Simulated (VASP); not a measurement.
Crystal: Na.

```xyz
1
Lattice="-2.1410 2.1410 2.1410 2.1410 -2.1410 2.1410 2.1410 2.1410 -2.1410" Properties=species:S:1:pos:R:3 pbc="T T T"
Na    0.0000    0.0000    0.0000
```

```yaml
Program: VASP 6.6.1
Task: relaxation of cell and atoms
Functional: LDA
Potentials_or_basis: VASP PAW LDA potentials, release 64 (Na_pv)
Cutoff: 600 eV
k_mesh: 9 × 9 × 9
Occupations: fermi-dirac, width 0.05 eV
Spin: no spin polarisation
```

At the start: pressure -1.1 GPa; volume 39.26 Å³/atom.

Question: Where does the relaxation end?

Answer: Over 6 steps the energy falls by 24.8 meV/atom and the volume is 33.24 Å³/atom (-15.3 %); space group Im-3m (No. 229, to 0.05 Å).

The path:
| step | energy change (eV) | largest force (eV/Å) | pressure (GPa) | volume (Å³) |
| --- | --- | --- | --- | --- |
| 1 | 0.0000 | 0.0000 | -1.12 | 39.26 |
| 2 | -0.0100 | 0.0000 | -1.06 | 37.72 |
| 3 | -0.0248 | 0.0000 | -0.06 | 33.36 |
| 4 | -0.0249 | 0.0000 | 0.11 | 33.13 |
| 5 | -0.0248 | 0.0000 | -0.09 | 33.25 |
| 6 | -0.0248 | 0.0000 | -0.02 | 33.24 |

Final structure:
```cif
data_structure
_symmetry_space_group_name_H-M 'P 1'
_symmetry_Int_Tables_number 1
_cell_length_a 3.5083
_cell_length_b 3.5083
_cell_length_c 3.5083
_cell_angle_alpha 109.471
_cell_angle_beta 109.471
_cell_angle_gamma 109.471
_cell_volume 33.24
loop_
_atom_site_label
_atom_site_type_symbol
_atom_site_fract_x
_atom_site_fract_y
_atom_site_fract_z
_atom_site_occupancy
Na1 Na 0.00000 0.00000 0.00000 1
```

Caveat: the volume moved by over 15 % at a fixed basis, so the end points are rough; the volume moved by -15 % from the deposited cell, more than functionals usually miss.
